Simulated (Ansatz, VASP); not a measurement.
# Two plane-wave programs on Ni3Ge

File POSCAR:

```
Ni3Ge
1.0
    3.5303341067      0.0000000000      0.0000000000
    0.0000000000      3.5303341067      0.0000000000
    0.0000000000      0.0000000000      3.5303341067
Ni Ge
3 1
Direct
    0.5000000000      0.0000000000      0.5000000000
    0.0000000000      0.5000000000      0.5000000000
    0.5000000000      0.5000000000      0.0000000000
    0.0000000000      0.0000000000      0.0000000000
```

Contents of INCAR.step1:

```
SYSTEM = Ni3Ge
PREC = Accurate
ENCUT = 520
ISMEAR = 0
SIGMA = 0.1
LREAL = .False.
LASPH = .True.
NELM = 100
NBANDS = 30
GGA = PE
ALGO = Normal
EDIFF = 1E-4
LWAVE = .True.
LCHARG = .False.
```

INCAR.step2

```
SYSTEM = Ni3Ge
PREC = Accurate
ENCUT = 520
EDIFF = 1E-7
ISMEAR = 0
SIGMA = 0.1
LREAL = .False.
LASPH = .True.
NELM = 100
ALGO = Normal
ISIF = 2
LWAVE = .False.
LCHARG = .True.
METAGGA = R2SCAN
LMIXTAU = .True.
LELF = .True.
LVHAR = .True.
NBANDS = 30
ISTART = 1
```

File KPOINTS:

```
regular mesh
0
Gamma
  14 14 14
  0 0 0
```

Input for Ansatz:

```yaml
crystal:
  lattice:
    - [3.5303341067, 0.0, 0.0]
    - [0.0, 3.5303341067, 0.0]
    - [0.0, 0.0, 3.5303341067]
  atoms:
    - { symbol: Ni, position: [0.5, 0.0, 0.5] }
    - { symbol: Ni, position: [0.0, 0.5, 0.5] }
    - { symbol: Ni, position: [0.5, 0.5, 0.0] }
    - { symbol: Ge, position: [0.0, 0.0, 0.0] }
basis:
  ecutwfc: 500
kpoints:
  mp_grid: { grid: [14, 14, 14] }
hamiltonian:
  xc: r2scan
scf:
  occupations: { method: gaussian, width: 0.1 }
output:
  forces: true
  stress: true
  eigenvalues: true
```

Alike in both runs: task single point; functional r2SCAN; k mesh 14 × 14 × 14; occupations gaussian, width 0.1 eV; no spin polarisation.

|  | VASP | Ansatz |
| --- | --- | --- |
| version | VASP 6.6.1 | Ansatz 0.2.0 |
| potentials or method | VASP PAW PBE potentials, release 64 (Ni, Ge_d), cutoff 520 eV | scalar-relativistic, plane waves, PAW |
| valence electrons in the cell | 44 | 68 |

Ansatz gave:

```
gap on the k mesh at the Fermi level (eV) : none
pressure (GPa)                            : 0.4
```

Question: What did VASP give for the same quantities?

Answer: gap on the k mesh at the Fermi level (eV): none; pressure (GPa): 0.8.

VASP's potentials were made for PBE, not for r2SCAN. A gap of «none» marks a metal or a gap that the smearing closes. With one functional, cell and mesh, what is left measures potentials, basis and numerics. VASP's potentials hold 44 valence electrons a cell and Ansatz's 68, so a difference there can come from the potentials and not from the codes.
